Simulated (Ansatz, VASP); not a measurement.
Pb in VASP and in Ansatz

File INCAR:

```
SYSTEM = Pb
PREC = Accurate
ENCUT = 520
EDIFF = 1E-6
ISMEAR = -1
SIGMA = 0.05
LREAL = .False.
LASPH = .True.
NELM = 60
ALGO = Fast
ISIF = 2
LWAVE = .False.
LCHARG = .False.
GGA = PS
NBANDS = 13
```

KPOINTS

```
Automatic mesh
0
Gamma
  8 8 8
  0 0 0
```

POSCAR

```
Pb
1.0
   -1.9796595667      1.9796595667      1.9796595667
    1.9796595667     -1.9796595667      1.9796595667
    1.9796595667      1.9796595667     -1.9796595667
Pb
1
Direct
    0.0000000000      0.0000000000      0.0000000000
```

File input.yaml:

```yaml
crystal:
  lattice:
    - [-1.9796595667, 1.9796595667, 1.9796595667]
    - [1.9796595667, -1.9796595667, 1.9796595667]
    - [1.9796595667, 1.9796595667, -1.9796595667]
  atoms:
    - { symbol: Pb, position: [0.0, 0.0, 0.0] }
hamiltonian:
  xc: pbesol
  pseudopotentials: { kind: paw }
kpoints:
  mp_grid: { grid: [8, 8, 8] }
scf:
  occupations: { method: fermi_dirac, width: 0.05 }
output:
  forces: true
  stress: true
  eigenvalues: true
  write_density: true
  write_potential: true
  elf: true
  volumetric_format: npy
```

Alike in both runs: task single point; functional PBEsol; k mesh 8 × 8 × 8; occupations fermi-dirac, width 0.05 eV; no spin polarisation.

|  | VASP | Ansatz |
| --- | --- | --- |
| version | VASP 6.6.1 | Ansatz 0.2.0 |
| potentials or method | VASP PAW PBE potentials, release 64 (Pb_d) | Ansatz PAW |
| plane-wave cutoff (eV) | 520 | 420 |
| valence electrons in the cell | 14 | 14 |

|  | VASP | Ansatz | Ansatz less VASP |
| --- | --- | --- | --- |
| gap on the k mesh at the Fermi level (eV) | none | none | - |
| pressure (GPa) | -1.5 | -1.4 | +0.03 |

VASP's potentials were made for PBE, not for PBEsol. A gap of «none» marks a metal or a gap that the smearing closes.

Spin-orbit coupling is off throughout.
